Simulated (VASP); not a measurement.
# BaTe (I4/mmm) in VASP: further runs, part 2 of 2

VASP 6.6.1.

## (3) Single point, r2SCAN (in-plane strain +0.005)

Input file POSCAR:

```
BaTe
1.0
    3.5488713999      3.5488713999      0.0000000000
   -3.5488713999      3.5488713999      0.0000000000
    0.0000000000      3.5488713999      3.5206216774
Ba Te
1 1
Direct
    0.0000000000      0.0000000000      0.0000000000
    0.5000000000      0.5000000000      0.0000000000
```

Input file INCAR.step1:

```
SYSTEM = BaTe
PREC = Accurate ; ENCUT = 520
ISMEAR = 0 ; SIGMA = 0.01
LREAL = .FALSE. ; LASPH = .TRUE.
NELM = 80 ; NBANDS = 15
GGA = PE ; ALGO = Normal
EDIFF = 1E-4 ; LWAVE = .TRUE.
LCHARG = .FALSE.
```

Input file INCAR.step2:

```
SYSTEM = BaTe
PREC = Accurate ; ENCUT = 520
EDIFF = 1E-6 ; ISMEAR = 0
SIGMA = 0.01 ; LREAL = .FALSE.
LASPH = .TRUE. ; NELM = 80
ALGO = Normal ; ISIF = 2
LWAVE = .FALSE. ; LCHARG = .FALSE.
METAGGA = R2SCAN ; LMIXTAU = .TRUE.
NBANDS = 15 ; ISTART = 1
```

Input file KPOINTS:

```
Automatic mesh
0
G
  6 6 6
  0 0 0
```

Potentials or basis: VASP PAW PBE potentials, release 64 (Ba_sv, Te).

Launch:

```
$ cat potpaw_PBE.64/Ba_sv/POTCAR potpaw_PBE.64/Te/POTCAR > POTCAR
$ cp INCAR.step1 INCAR
$ mpirun -np 1 vasp_std > vasp.out
$ cp INCAR.step2 INCAR
$ mpirun -np 1 vasp_std > vasp.out
```

OUTCAR:

```text
SYSTEM = BaTe
   PREC = Accurate
   ENCUT = 520
   EDIFF = 1E-6
   ISMEAR = 0
   LREAL = .FALSE.
   LASPH = .TRUE.
   NELM = 80
   ISIF = 2
   METAGGA = R2SCAN
   ISTART = 1

 ion  position               nearest neighbor table
   1  0.000  0.000  0.000-   2 3.52   2 3.52   2 3.55   2 3.55   2 3.55   2 3.55
   2  0.500  0.500  0.000-   1 3.52   1 3.52   1 3.55   1 3.55   1 3.55   1 3.55

  LATTYP: Found a body centered tetragonal cell.
 ALAT       =     5.0188620649
 C/A-ratio  =     1.4029561410

  Lattice vectors:

 A1 = (   3.5488713999,   0.0000000000,  -3.5206216774)
[... 612 lines left out ...]
     12       7.6930      0.00000
     13       7.8272      0.00000
     14       9.5241      0.00000
     15      10.4068      0.00000

 [... further k-points ...]
[... 5 lines left out ...]
  --------------------------------------------------------------------------------------
  -------------------------------------------------------------------------------------
  Total       -0.0337073     -0.0337073      0.2565307      0.0000000      0.0000000     -0.0000000
  in kB       -0.6089818     -0.6089818      4.6346834      0.0000000      0.0000000     -0.0000000
  external PRESSURE =       1.1389066 kB  Pullay stress =       0.0000000 kB

 VOLUME and BASIS-vectors are now :
 -----------------------------------------------------------------------------
  energy-cutoff  :      520.00
  volume of cell :       88.68
      direct lattice vectors                 reciprocal lattice vectors
     3.548871400  3.548871400  0.000000000     0.140889861  0.140889861 -0.142020372
    -3.548871400  3.548871400  0.000000000    -0.140889861  0.140889861 -0.142020372
     0.000000000  3.548871400  3.520621677     0.000000000  0.000000000  0.284040744

 POSITION                                       TOTAL-FORCE (eV/Angst)
 -----------------------------------------------------------------------------------
      0.00000      0.00000      0.00000         0.000000     -0.000000      0.000000
      0.00000      3.54887      0.00000        -0.000000      0.000000      0.000000
 -----------------------------------------------------------------------------------
    total drift:                                0.000000     -0.000000     -0.000000

  FREE ENERGIE OF THE ION-ELECTRON SYSTEM (eV)
  ---------------------------------------------------
  free  energy   TOTEN  =       -56.0283022619 eV

  energy  without entropy=      -56.0283022619  energy(sigma->0) =      -56.02830226
```

OUTCAR.step1:

```text
SYSTEM = BaTe
   PREC = Accurate
   ENCUT = 520
   ISMEAR = 0
   LREAL = .FALSE.
   LASPH = .TRUE.
[... 655 lines left out ...]
      0.00000      0.00000      0.00000         0.000000      0.000000      0.000000
      0.00000      3.54887      0.00000        -0.000000     -0.000000      0.000000
 -----------------------------------------------------------------------------------
    total drift:                                0.000000     -0.000000     -0.000000

  FREE ENERGIE OF THE ION-ELECTRON SYSTEM (eV)
  ---------------------------------------------------
  free  energy   TOTEN  =        -8.6282474044 eV

  energy  without entropy=       -8.6282474044  energy(sigma->0) =       -8.62824740
```

It took 2.7 min on 1 thread of AMD EPYC 9R14 (Zen 4), shared host; peak memory 0.24 GiB.

Results:

- Free energy: -56.0283 eV
- Pressure: 0.1 GPa
- Band gap on the k mesh: 1.93 eV (least direct gap 2.32 eV)

Caveat: the cell differs from its parent crystal (in-plane strain +0.005); the PAW data sets were made with another functional, which shifts forces and pressure a little; spin-orbit coupling is left out, which moves the levels of the heavy elements. A k mesh can miss the band edges.

## (4) Single point, r2SCAN (in-plane strain +0.01, then relaxed in part)

Input file POSCAR:

```
BaTe
1.0
    3.5665274766      3.5665274766      0.0000000000
   -3.5665274766      3.5665274766      0.0000000000
    0.0000000000      3.5665274766      3.5201284887
Ba Te
1 1
Direct
    0.0000000000      0.0000000000      0.0000000000
    0.5000000000      0.5000000000      0.0000000000
```

Input file INCAR.step1:

```
PREC     = Accurate       # precision mode
ENCUT    = 520            # plane-wave cutoff, eV
ISMEAR   = 0              # smearing method
SIGMA    = 0.01           # smearing width, eV
LREAL    = False          # projectors in reciprocal space
LASPH    = True           # aspherical terms in the spheres
NELM     = 100            # most SCF steps
NBANDS   = 15             # bands
GGA      = PE             # functional
ALGO     = Normal         # electronic algorithm
EDIFF    = 1E-4           # SCF threshold, eV
LWAVE    = True           # write WAVECAR
LCHARG   = False          # write CHGCAR
```

Input file INCAR.step2:

```
PREC     = Accurate       # precision mode
ENCUT    = 520            # plane-wave cutoff, eV
EDIFF    = 1E-6           # SCF threshold, eV
ISMEAR   = 0              # smearing method
SIGMA    = 0.01           # smearing width, eV
LREAL    = False          # projectors in reciprocal space
LASPH    = True           # aspherical terms in the spheres
NELM     = 100            # most SCF steps
ALGO     = Normal         # electronic algorithm
ISIF     = 2              # what is computed and relaxed
LWAVE    = False          # write WAVECAR
LCHARG   = True           # write CHGCAR
METAGGA  = R2SCAN         # meta-GGA
LMIXTAU  = True         
LELF     = True           # ELF
LVHAR    = True         
NBANDS   = 15             # bands
ISTART   = 1
```

Input file KPOINTS:

```
regular mesh
0
Gamma
  6 6 6
```

Launch:

```
$ cat potpaw_PBE.64/Ba_sv/POTCAR potpaw_PBE.64/Te/POTCAR > POTCAR
$ cp INCAR.step1 INCAR
$ mpirun -np 1 vasp_std > vasp.out
$ cp INCAR.step2 INCAR
$ mpirun -np 1 vasp_std > vasp.out
```

Run time: 2.7 min. Hardware: 1 thread of AMD EPYC 9R14 (Zen 4), shared host; peak memory 0.24 GiB.

Results (log left out):

```yaml
Free_energy: -56.0269 eV
Pressure: -0.2 GPa
Band_gap_on_the_k_mesh: 1.94 eV (least direct gap 2.33 eV)
```

Stress tensor (GPa, compression positive):
```
-0.45  0.00  0.00
 0.00 -0.45  0.00
 0.00  0.00  0.38
```

Levels at points of the mesh, in eV from the valence-band top:
```
           k point  band 6  band 7  band 8  band 9  band 10  band 11
(0.00, 0.00, 0.00)   -0.03   -0.03    0.00    3.32     3.32     3.37
(0.50, 0.00, 0.00)   -2.12   -1.06   -1.05    4.56     5.13     5.28
(0.50, 0.50, 0.00)   -1.17   -0.41   -0.39    1.94     4.83     5.16
(0.00, 0.00, 0.50)   -1.12   -0.43   -0.43    1.94     4.87     5.13
```

Caveat: the cell differs from its parent crystal (in-plane strain +0.01, then relaxed in part); the PAW data sets were made with another functional, which shifts forces and pressure a little; spin-orbit coupling is left out, which moves the levels of the heavy elements.

## (5) Summary

| cell | gap on the mesh (eV) | pressure (GPa) |
| --- | --- | --- |
| a = 5.019, b = 5.019, c = 5.003 Å, angles 59.9, 59.9, 90.0°, 2 atoms | 1.93 | 0.1 |
| a = 5.019, b = 5.019, c = 4.999 Å, angles 59.9, 59.9, 90.0°, 2 atoms | 1.93 | 0.1 |
| a = 5.044, b = 5.044, c = 5.011 Å, angles 59.8, 59.8, 90.0°, 2 atoms | 1.94 | -0.2 |

Alike in all rows: task single point; level r2SCAN; potentials or basis VASP PAW PBE potentials, release 64 (Ba_sv, Te); no spin polarisation; k mesh 6 × 6 × 6; cutoff (eV) 520; smearing gaussian 0.01 eV.

Caveats: the PAW data sets were made with another functional, which shifts forces and pressure a little; spin-orbit coupling is left out, which moves the levels of the heavy elements.

Absolute energies hang on the potentials; compare differences alone.
